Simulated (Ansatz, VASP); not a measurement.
# Ta16O: VASP beside Ansatz

```
CELL_PARAMETERS angstrom
6.62000 0.00000 0.00000
0.00000 6.62000 0.00000
0.00000 0.00000 6.62000
ATOMIC_POSITIONS crystal
Ta 0.99240 0.99986 0.00034
Ta 0.49361 0.99985 0.00032
Ta 0.00042 0.49986 0.99229
Ta 0.99240 0.99986 0.49912
Ta 0.24300 0.25015 0.24973
Ta 0.48555 0.49986 0.99232
Ta 0.49362 0.99985 0.49911
Ta 0.74303 0.29502 0.24972
Ta 0.00042 0.49987 0.50715
Ta 0.24298 0.74954 0.24973
Ta 0.24302 0.24244 0.74972
Ta 0.48556 0.49986 0.50715
Ta 0.74301 0.70477 0.24972
Ta 0.74301 0.25016 0.74972
Ta 0.24303 0.75732 0.74973
Ta 0.74303 0.74953 0.74972
O 0.74302 0.99990 0.24973
```

Alike in both runs: functional PBE; k mesh 3 × 3 × 3; occupations gaussian, width 0.1 eV; no spin polarisation.

Ansatz relaxed the structure, and its values are those at the end. VASP's run is a single point on that final structure, the one shown.

|  | VASP | Ansatz |
| --- | --- | --- |
| version | VASP 6.6.1 | Ansatz 0.2.0 |
| potentials or method | VASP PAW PBE potentials, release 64 (Ta_pv, O), cutoff 520 eV | scalar-relativistic, plane waves, PAW |
| valence electrons in the cell | 182 | 214 |

```csv
,VASP,Ansatz,Ansatz less VASP
rms of the force components (eV/Å),0.015,0.003,-0.0121
```

VASP's potentials hold 182 valence electrons a cell and Ansatz's 214, so a difference there can come from the potentials and not from the codes.

Neither program's run includes spin-orbit coupling.
